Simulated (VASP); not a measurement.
# SiF (R-3m) in VASP: a series of runs, part 2 of 2

VASP 6.6.1. The steps go on from the part before.

### 3 Single point, PBE-based screened hybrid with 25 % exact exchange

Contents of POSCAR:

```
SiF
1.0
    1.3386000000      0.7728400000      3.8983100000
   -1.3386000000      0.7728400000      3.8983100000
    0.0000000000     -1.5456800000      3.8983100000
Si F
1 1
Direct
    0.5000000000      0.5000000000      0.5000000000
    0.0000000000      0.0000000000      0.0000000000
```

Contents of INCAR.step1:

```
PREC = Accurate
ENCUT = 520
EDIFF = 1E-5
ISMEAR = -1
SIGMA = 0.05
LREAL = F
LASPH = T
NELM = 100
ALGO = Normal
ISIF = 2
LWAVE = T
LCHARG = F
NBANDS = 12
GGA = PE
```

Contents of INCAR.step2:

```
PREC = Accurate
ENCUT = 520
EDIFF = 1E-7
ISMEAR = -1
SIGMA = 0.05
LREAL = F
LASPH = T
NELM = 100
ALGO = Normal
ISIF = 2
LWAVE = F
LCHARG = F
GGA = PE
LHFCALC = T
AEXX = 0.25
HFSCREEN = 0.3
PRECFOCK = Normal
NBANDS = 12
ISTART = 1
```

Contents of KPOINTS:

```
regular mesh
0
Gamma
  6 6 6
```

Potentials or basis: VASP PAW PBE potentials, release 64 (Si, F).

The run is started by

```
cat potpaw_PBE.64/Si/POTCAR potpaw_PBE.64/F/POTCAR > POTCAR
cp INCAR.step1 INCAR
mpirun -np 1 vasp_std > vasp.out
cp INCAR.step2 INCAR
mpirun -np 1 vasp_std > vasp.out
```

OUTCAR:

```text
PREC = Accurate
   ENCUT = 520
   EDIFF = 1E-7
   ISMEAR = -1
   LREAL = F
   LASPH = T
   NELM = 100
   ISIF = 2
   GGA = PE
   LHFCALC = T
   AEXX = 0.25
   HFSCREEN = 0.3
   PRECFOCK = Normal
   ISTART = 1

 ion  position               nearest neighbor table
   1  0.500  0.500  0.500-   2 2.49   2 2.49   2 2.49   2 2.49   2 2.49   2 2.49
   2  0.000  0.000  0.000-   1 2.49   1 2.49   1 2.49   1 2.49   1 2.49   1 2.49

  LATTYP: Found a trigonal (rhomboedric) cell.
 ALAT       =     4.1935608356
 COS(alpha) =     0.7962180369

  Lattice vectors:

 A1 = (   1.3386000000,   0.7728400000,   3.8983100000)
 A2 = (  -1.3386000000,   0.7728400000,   3.8983100000)
 A3 = (   0.0000000000,  -1.5456800000,   3.8983100000)

Analysis of symmetry for initial positions (statically):
=====================================================================
 Subroutine PRICEL returns:
 Original cell was already a primitive cell.

 Routine SETGRP: Setting up the symmetry group for a
 trigonal (rhombohedral) supercell.

 Subroutine GETGRP returns: Found 12 space group operations
 (whereof 12 operations were pure point group operations)
 out of a pool of 12 trial point group operations.

The static configuration has the point symmetry D_3d.

Analysis of symmetry for dynamics (positions and initial velocities):
=====================================================================
 Subroutine PRICEL returns:
 Original cell was already a primitive cell.

 Routine SETGRP: Setting up the symmetry group for a
 trigonal (rhombohedral) supercell.

 Subroutine GETGRP returns: Found 12 space group operations
 (whereof 12 operations were pure point group operations)
 out of a pool of 12 trial point group operations.

The dynamic configuration has the point symmetry D_3d.

 Subroutine INISYM returns: Found 12 space group operations
 (whereof 12 operations are pure point group operations),
 and found     1 'primitive' translations

----------------------------------------------------------------------------------------

                                     Primitive cell

  volume of cell :      24.1974

  direct lattice vectors                    reciprocal lattice vectors
     1.338600000  0.772840000  3.898310000     0.373524578  0.215654814  0.085507139
    -1.338600000  0.772840000  3.898310000    -0.373524578  0.215654814  0.085507139
     0.000000000 -1.545680000  3.898310000     0.000000000 -0.431309629  0.085507139

  length of vectors
     4.193560836  4.193560836  4.193560244     0.439703400  0.439703400  0.439703839

  position of ions in fractional coordinates (direct lattice)
     0.500000000  0.500000000  0.500000000
     0.000000000  0.000000000  0.000000000

  ion indices of the primitive-cell ions
   primitive index   ion index
                 1           1
                 2           2

----------------------------------------------------------------------------------------

 KPOINTS: regular mesh

Automatic generation of k-mesh.
 Grid dimensions read from file:
 generate k-points for:    6    6    6

[... 48 lines left out ...]
   dimension x,y,z NGX =    32 NGY =   32 NGZ =   32
   dimension x,y,z NGXF=    64 NGYF=   64 NGZF=   64
   ions per type =               1   1
   NGX,Y,Z   is equivalent  to a cutoff of  12.69, 12.69, 12.69 a.u.
   NGXF,Y,Z  is equivalent  to a cutoff of  25.37, 25.37, 25.37 a.u.
 SYSTEM =  unknown system
   PREC   = accura    normal or accurate (medium, high low for compatibility)
   ISTART =      1    job   : 0-new  1-cont  2-samecut
   ICHARG =      0    charge: 1-file 2-atom 10-const
   ISPIN  =      1    spin polarized calculation?
   LNONCOLLINEAR =      F non collinear calculations
   LSORBIT =      F    spin-orbit coupling
   LASPH  =      T    aspherical Exc in radial PAW
   ENCUT  =  520.0 eV  38.22 Ry    6.18 a.u.   7.80  7.80  7.80*2*pi/ulx,y,z
   NELM   =    100;   NELMIN=  2; NELMDL=  0     # of ELM steps
   EDIFF  = 0.1E-06   stopping-criterion for ELM
   LREAL  =      F    real-space projection
   EDIFFG = 0.1E-05   stopping-criterion for IOM
   NSW    =      0    number of steps for IOM
   IBRION =     -1    ionic relax: 0-MD 1-quasi-New 2-CG
   NFREE  =      0    steps in history (QN), initial steepest desc. (CG)
   ISIF   =      2    stress and relaxation
   ISYM   =      3    0-nonsym 1-usesym 2-fastsym
   POTIM  = 0.5000    time-step for ionic-motion
   TEBEG  =    0.0;   TEEND  =   0.0 temperature during run
   PSTRESS=    0.0 pullay stress
   NELECT =      11.0000    total number of electrons
   NUPDOWN=      -1.0000    fix difference up-down
   EMIN   =  10.00;   EMAX   =-10.00  energy-range for DOS
   EFERMI =   0.00;   METHOD = LEGACY
   ISMEAR =    -1;   SIGMA  =   0.05  broadening in eV -4-tet -1-fermi 0-gaus
   EFERMI_NEDOS =   21; number of points for ismear=-14 and -15
   IALGO  =     38    algorithm
   IMIX   =      1    mixing-type and parameters
     AMIX     =   0.40;   BMIX     =  1.00
     AMIX_MAG =   1.60;   BMIX_MAG =  1.00
  volume/ion in A,a.u.               =      12.10        81.65
  Fermi-wavevector in a.u.,A,eV,Ry     =   1.258780  2.378749 21.558788  1.584526
  Thomas-Fermi vector in A             =   2.392372
   LORBIT       =      0    0 simple, 1 ext, 2 COOP (PROOUT), +10 PAW based schemes
   GGA     = PE    functional components
   LHFCALC =     T    Hartree Fock is set to
   PRECFOCK=normal    Normal, Fast or Accurate (Low or Medium for compatibility)
   ENCUT4O =  -1.0   cutoff for four orbital integrals eV
   NKREDX  =     1    reduce k-point grid by
   NKREDY  =     1    reduce k-point grid by
   NKREDZ  =     1    reduce k-point grid by
   AEXX    =    0.2500 exact exchange contribution
   HFSCREEN=    0.3000 screening length (either q_TF or 0.3 A-1)
   HFSCREENC=   0.3000 screening length for correlation (either q_TF or 0.3 A-1)
   ENCUTFOCK=  -1.0 apply spherical cutoff to Coloumb kernel
   IVDW    =     0    specifies the selected vdW correction
   LEPSILON=     F    determine dielectric tensor
   LRPA    =     F    only Hartree local field effects (RPA)
 non-spin polarized calculation
  energy-cutoff  :      520.00
  volume of cell :       24.20
 maximum number of plane-waves:       664
  NGX = 24; NGY = 24; NGZ = 24

 number of electron      10.9999997 magnetization

 Free energy of the ion-electron system (eV)
  ---------------------------------------------------
  ext. energy  EPLUGINS =         0.00000000
  ---------------------------------------------------
  free energy    TOTEN  =       -10.58192513 eV

  energy without entropy =      -10.57747127  energy(sigma->0) =      -10.57969820

 E-fermi :   5.6492     XC(G=0):  -9.0347

 val. band max:        5.5360070031   @ k =   0.5000   0.1667  -0.0000
 cond. band min:       5.6998464630   @ k =  -0.1667   0.5000   0.1667
 fundamental gap:      0.1638394599
 Fermi energy:         5.6492443825

 k-point     1 :       0.0000    0.0000    0.0000
  band No.  band energies     occupation
      1     -20.1895      2.00000
      2      -5.5326      2.00000
      3      -1.8802      2.00000
      4       2.0241      2.00000
      5       2.0241      2.00000
      6      10.4429      0.00000
      7      14.9861      0.00000
      8      18.5881      0.00000
      9      18.5881      0.00000
     10      20.3222      0.00000
     11      20.3222      0.00000
     12      25.8412      0.00000
[... 331 lines left out ...]
 k-point    24 :      -0.3333    0.5000    0.1667
  band No.  band energies     occupation
      1     -19.3607      2.00000
      2      -2.4000      2.00000
      3      -1.2317      2.00000
      4       0.5899      2.00000
      5       2.5263      2.00000
      6       5.4672      1.94889
      7       9.3193      0.00000
      8      11.5814      0.00000
      9      15.9805      0.00000
     10      20.1841      0.00000
     11      20.5354      0.00000
     12      24.9557      0.00000

 [... further k-points ...]

------------------------ aborting loop because EDIFF is reached ----------------------------------------

  FORCE on cell =-STRESS in cart. coord.  units (eV):
  Direction    XX          YY          ZZ          XY          YZ          ZX
  --------------------------------------------------------------------------------------
  -------------------------------------------------------------------------------------
  Total       -0.4286676     -0.4286664     -0.4463140      0.0000000     -0.0000000      0.0000000
  in kB      -28.3833189    -28.3832403    -29.5517418      0.0000000     -0.0000000      0.0000000
  external PRESSURE =     -28.7727670 kB  Pullay stress =       0.0000000 kB

 VOLUME and BASIS-vectors are now :
 -----------------------------------------------------------------------------
  energy-cutoff  :      520.00
  volume of cell :       24.20
      direct lattice vectors                 reciprocal lattice vectors
     1.338600000  0.772840000  3.898310000     0.373524578  0.215654814  0.085507139
    -1.338600000  0.772840000  3.898310000    -0.373524578  0.215654814  0.085507139
     0.000000000 -1.545680000  3.898310000     0.000000000 -0.431309629  0.085507139

 POSITION                                       TOTAL-FORCE (eV/Angst)
 -----------------------------------------------------------------------------------
      0.00000      0.00000      5.84746         0.000000     -0.000000      0.000000
      0.00000      0.00000      0.00000        -0.000000      0.000000     -0.000000
 -----------------------------------------------------------------------------------
    total drift:                                0.000002     -0.000000      0.000009

  FREE ENERGIE OF THE ION-ELECTRON SYSTEM (eV)
  ---------------------------------------------------
  free  energy   TOTEN  =       -10.5819251253 eV

  energy  without entropy=      -10.5774712687  energy(sigma->0) =      -10.57969820
```

It took 15 min on 1 thread of Intel Xeon 6975P-C (Granite Rapids), shared host; peak memory 0.28 GiB.

Results:

* Free energy: -10.5819 eV
* Pressure: -2.9 GPa
* Band gap on the k mesh: zero (an odd number of electrons rules out a gap without spin polarisation)

Caveat: the k points lie up to 0.46 Å⁻¹ apart, too coarse for converged energies and pressures of a metal; the PAW data sets were made with another functional, which shifts forces and pressure a little; an odd number of electrons without spin polarisation forces a metal; a magnetic or distorted state may lie lower.

The gap in the log of VASP goes by the Fermi energy; the results here count the filled bands.